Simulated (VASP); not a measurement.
GaP: dielectric tensor with PBE

GaP:

```
Ga P
1.0
     0.00000    2.72525    2.72525
     2.72525    0.00000    2.72525
     2.72525    2.72525    0.00000
Ga P
1 1
Direct
  0.00000 0.00000 0.00000
  0.75000 0.75000 0.75000
```

```
Program                : VASP 6.6.1
Task                   : dielectric tensor
Functional             : PBE
Potentials or basis    : VASP PAW PBE potentials, release 64 (Ga_d, P)
Cutoff                 : 400 eV
k mesh                 : 5 × 5 × 5
Occupations            : gaussian, width 0.01 eV
Spin                   : no spin polarisation
Dipole correction      : no
Further INCAR settings : ALGO = Normal; EDIFF = 1e-08
```

The band gap on the k mesh is 1.59 eV (least direct gap 1.82 eV). The electronic dielectric tensor (diagonal) is 14.99 and the born charges (mean of the diagonal) is Ga +2.56; P -2.56 e.

Levels at points of the mesh, in eV from the valence-band top:
```tsv
k point	band 5	band 6	band 7	band 8	band 9	band 10	band 11	band 12	band 13
(0.00, 0.00, 0.00)	-14.47	-12.50	0.00	0.00	0.00	1.82	3.88	3.88	3.88
```

Electronic dielectric tensor:
```
14.99  0.00  0.00
 0.00 14.99  0.00
 0.00  0.00 14.99
```

Born effective charge tensors (e):
atom 1, Ga
```
2.56 0.00 0.00
0.00 2.56 0.00
0.00 0.00 2.56
```
atom 2, P
```
-2.56  0.00  0.00
 0.00 -2.56  0.00
 0.00  0.00 -2.56
```

Wall time 76 s on 1 thread of Intel(R) Xeon(R) Platinum 8559C (Emerald Rapids), with other jobs on the host, peak memory 0.17 GiB.

Caveat: an odd mesh through Γ misses points on the zone boundary, where band edges can lie.
